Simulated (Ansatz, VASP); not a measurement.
**InP in VASP and in Ansatz**

```xyz
2
Lattice="0.0000 2.9305 2.9305 2.9305 0.0000 2.9305 2.9305 2.9305 0.0000" Properties=species:S:1:pos:R:3 pbc="T T T"
In    0.0000    0.0000    0.0000
P     4.3957    4.3957    4.3957
```

Alike in both runs: functional BLYP; k mesh 8 × 8 × 8; occupations fermi-dirac, width 0.05 eV; no spin polarisation.

|  | VASP | Ansatz |
| --- | --- | --- |
| version | VASP 6.6.1 | Ansatz 0.2.0 |
| potentials or method | VASP PAW PBE potentials, release 64 (In_d, P), cutoff 520 eV | all-electron LAPW, scalar-relativistic |
| task | single point | band structure |

```tsv
	VASP	Ansatz	Ansatz less VASP
gap on the k mesh at the Fermi level (eV)	0.63	0.60	-0.031
least direct gap on the mesh (eV)	0.63	0.60	-0.031
pressure (GPa)	6.8	6.7	-0.03
```

VASP's potentials were made for PBE, not for BLYP. Ansatz ran all-electron here, and VASP with PAW potentials.
